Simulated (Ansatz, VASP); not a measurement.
**Be2C in VASP and in Ansatz**

```
Be C
1.0
     0.00000    2.15530    2.15530
     2.15530    0.00000    2.15530
     2.15530    2.15530    0.00000
Be C
2 1
Direct
  0.25000 0.25000 0.25000
  0.75000 0.75000 0.75000
  0.00000 0.00000 0.00000
```

Alike in both runs: functional r2SCAN; dispersion D4; k mesh 8 × 8 × 8; no spin polarisation.

Ansatz relaxed the structure, and its values are those at the end. VASP's run is a single point on that final structure, the one shown.

```csv
,VASP,Ansatz
version,VASP 6.6.1,Ansatz 0.2.0
potentials or method,"VASP PAW PBE potentials, release 64 (Be, C)","plane waves, PAW"
plane-wave cutoff (eV),660,500
occupations,"gaussian, width 0.01 eV",fixed
valence electrons in the cell,8,8
```

Ansatz gave:

```
pressure (GPa) : 0.0
```

Question: Estimate VASP's values.

Answer: Pressure (GPa): 0.8.

VASP's potentials were made for PBE, not for r2SCAN.
